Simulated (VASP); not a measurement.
Here is a VASP 6.6.1 calculation.

The input INCAR:

```
SYSTEM = CdS
  ALGO = Normal
  EDIFF = 1E-6
  ENCUT = 520
  GGA = CA
  ISIF = 2
  ISMEAR = 0
  LASPH = .TRUE.
  LCHARG = .FALSE.
  LREAL = .FALSE.
  LWAVE = .FALSE.
  NBANDS = 16
  NELM = 60
  PREC = Accurate
  SIGMA = 0.01
```

The input KPOINTS:

```
k-points
0
G
  8 8 8
  0 0 0
```

POSCAR

```
CdS
1.0
    2.8513923988      2.8513923988      0.0000000000
   -2.8513923988      2.8513923988      0.0000000000
    0.0000000000      2.8513923988      2.8513923988
Cd S
1 1
Direct
    0.0000000000      0.0000000000      0.0000000000
    0.7500000000      0.2500000000      0.5000000000
```

Potentials or basis: VASP PAW LDA potentials, release 64 (Cd, S).

The run is started by

```bash
$ cat potpaw_LDA.64/Cd/POTCAR potpaw_LDA.64/S/POTCAR > POTCAR
$ mpirun -np 1 vasp_std > vasp.out
```

**Question.** Predict the pressure.

**Answer.** 2.7 GPa.

**Question.** What does it give for the band gap on the k mesh?

**Answer.** 1.04 eV, direct.

As with any semilocal functional, this LDA gap is likely too small.
